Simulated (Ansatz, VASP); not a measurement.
**One calculation of N, two programs**

POSCAR

```
N
1.0
    4.9308690349      2.8468385646      4.4024911852
   -4.9308690349      2.8468385646      4.4024911852
    0.0000000000     -5.6936771292      4.4024911852
N
16
Direct
    0.5586118100      0.0423832500      0.7208305700
    0.9576167500      0.2791694300      0.4413881900
    0.7208305700      0.5586118100      0.0423832500
    0.9581408800      0.9581408800      0.9581408800
    0.5423832500      0.0586118100      0.2208305700
    0.7791694300      0.4576167500      0.9413881900
    0.2791694300      0.4413881900      0.9576167500
    0.0418591200      0.0418591200      0.0418591200
    0.4576167500      0.9413881900      0.7791694300
    0.5418591200      0.5418591200      0.5418591200
    0.4413881900      0.9576167500      0.2791694300
    0.4581408800      0.4581408800      0.4581408800
    0.0423832500      0.7208305700      0.5586118100
    0.9413881900      0.7791694300      0.4576167500
    0.2208305700      0.5423832500      0.0586118100
    0.0586118100      0.2208305700      0.5423832500
```

File INCAR.step1:

```
PREC = Accurate ; ENCUT = 520
ISMEAR = -1 ; SIGMA = 0.05
LREAL = Auto ; LASPH = True
NELM = 100 ; NBANDS = 54
GGA = PE ; ALGO = Normal
EDIFF = 1E-4 ; LWAVE = True
LCHARG = False
```

Contents of INCAR.step2:

```
PREC = Accurate ; ENCUT = 520
EDIFF = 1E-8 ; ISMEAR = -1
SIGMA = 0.05 ; LREAL = Auto
LASPH = True ; NELM = 100
ALGO = Normal ; ISIF = 2
LWAVE = False ; LCHARG = False
METAGGA = R2SCAN ; LMIXTAU = True
LEFG = True ; NBANDS = 54
ISTART = 1
```

Contents of KPOINTS:

```
Automatic mesh
0
Gamma
  5 5 5
```

Input for Ansatz:

```yaml
crystal:
  lattice:
    - [4.9308690349, 2.8468385646, 4.4024911852]
    - [-4.9308690349, 2.8468385646, 4.4024911852]
    - [0.0, -5.6936771292, 4.4024911852]
  atoms:
    - { symbol: "N", position: [0.55861181, 0.04238325, 0.72083057] }
    - { symbol: "N", position: [0.95761675, 0.27916943, 0.44138819] }
    - { symbol: "N", position: [0.72083057, 0.55861181, 0.04238325] }
    - { symbol: "N", position: [0.95814088, 0.95814088, 0.95814088] }
    - { symbol: "N", position: [0.54238325, 0.05861181, 0.22083057] }
    - { symbol: "N", position: [0.77916943, 0.45761675, 0.94138819] }
    - { symbol: "N", position: [0.27916943, 0.44138819, 0.95761675] }
    - { symbol: "N", position: [0.04185912, 0.04185912, 0.04185912] }
    - { symbol: "N", position: [0.45761675, 0.94138819, 0.77916943] }
    - { symbol: "N", position: [0.54185912, 0.54185912, 0.54185912] }
    - { symbol: "N", position: [0.44138819, 0.95761675, 0.27916943] }
    - { symbol: "N", position: [0.45814088, 0.45814088, 0.45814088] }
    - { symbol: "N", position: [0.04238325, 0.72083057, 0.55861181] }
    - { symbol: "N", position: [0.94138819, 0.77916943, 0.45761675] }
    - { symbol: "N", position: [0.22083057, 0.54238325, 0.05861181] }
    - { symbol: "N", position: [0.05861181, 0.22083057, 0.54238325] }
kpoints:
  mp_grid: { grid: [5, 5, 5] }
scf:
  occupations: { method: fermi_dirac, width: 0.05 }
hamiltonian:
  xc: r2scan
  pseudopotentials: { kind: paw }
output:
  forces: true
  stress: true
  populations: true
  efg:
    quadrupole_moments_barn: { "N": 0.02044 }
    contact_densities: true
  write_density: true
  write_potential: true
  elf: true
  volumetric_format: npy
```

Alike in both runs: task electric field gradients; functional r2SCAN; k mesh 5 × 5 × 5; occupations fermi-dirac, width 0.05 eV; no spin polarisation.

```csv
,VASP,Ansatz
version,VASP 6.6.1,Ansatz 0.2.0
potentials or method,"VASP PAW PBE potentials, release 64 (N)","plane-wave PAW, scalar-relativistic"
plane-wave cutoff (eV),520,500
valence electrons in the cell,80,80
```

|  | VASP | Ansatz | Ansatz less VASP |
| --- | --- | --- | --- |
| gap on the k mesh at the Fermi level (eV) | 8.01 | 8.05 | +0.033 |
| pressure (GPa) | -0.1 | -2.3 | -2.20 |
| traceless stress, the component that is largest in VASP (GPa) | 0.10 | -1.12 | -1.218 |
| rms of the force components (eV/Å) | 0.095 | 1.050 | +0.9557 |
| size of Vzz on the site where it differs most (V/Å²) | 126.5 | 112.4 | -14.01 |

VASP's potentials were made for PBE, not for r2SCAN. Atom by atom the forces differ by 1.145 eV/Å (rms over components). One of these differences is far larger than is usual between the two programs; its cause wasn't traced.

Noted on VASP's run: the standard files for N, O and F lose accuracy on very short bonds.
